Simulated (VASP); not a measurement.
The system is TiO.

```xyz
2
Lattice="3.0310 0.0000 0.0000 -1.5155 2.6249 0.0000 0.0000 0.0000 3.2377" Properties=species:S:1:pos:R:3 pbc="T T T"
Ti    1.5155    0.8750    0.0000
O     0.0000    0.0000    1.6188
```

```yaml
Program: VASP 6.6.1
Task: relaxation of cell and atoms
Functional: r2SCAN
Potentials_or_basis: VASP PAW PBE potentials, release 64 (Ti_sv, O)
Cutoff: 600 eV
k_mesh: 12 × 12 × 12
Occupations: gaussian, width 0.01 eV
Spin: no spin polarisation
```

At the start: pressure -39.3 GPa; volume 12.88 Å³/atom.

Task: How do energy, volume and symmetry change on relaxing?

Result: Over 9 steps the energy falls by 551.7 meV/atom and the volume is 9.65 Å³/atom (-25.1 %); space group P-6m2 (No. 187, to 0.1 Å) before and after.

Step by step:
| step | energy change (eV) | largest force (eV/Å) | pressure (GPa) | volume (Å³) |
| --- | --- | --- | --- | --- |
| 1 | 0.0000 | 0.0000 | -39.34 | 25.76 |
| 2 | -0.2346 | 0.0000 | 87.00 | 15.63 |
| 3 | -1.1010 | 0.0000 | -2.59 | 19.49 |
| 4 | -1.1029 | 0.0000 | -0.43 | 19.33 |
| 5 | -1.1028 | 0.0000 | 1.16 | 19.21 |
| 6 | -1.1032 | 0.0000 | -1.10 | 19.39 |
| 7 | -1.1034 | 0.0000 | -0.22 | 19.32 |
| 8 | -1.1035 | 0.0000 | 0.08 | 19.30 |
| 9 | -1.1035 | 0.0000 | -0.01 | 19.31 |

Final structure:
```yaml
crystal:
  lattice:
    - [2.80838, 0.00000, 0.00000]
    - [-1.40419, 2.43213, 0.00000]
    - [0.00000, 0.00000, 2.82641]
  atoms:
    - { symbol: Ti, position: [0.66667, 0.33333, 0.00000] }
    - { symbol: O, position: [0.00000, 0.00000, 0.50000] }
```

Caveat: the volume moved by over 15 % at a fixed basis, so the end points are rough; the PAW data sets were made with another functional, which shifts forces and pressure a little.
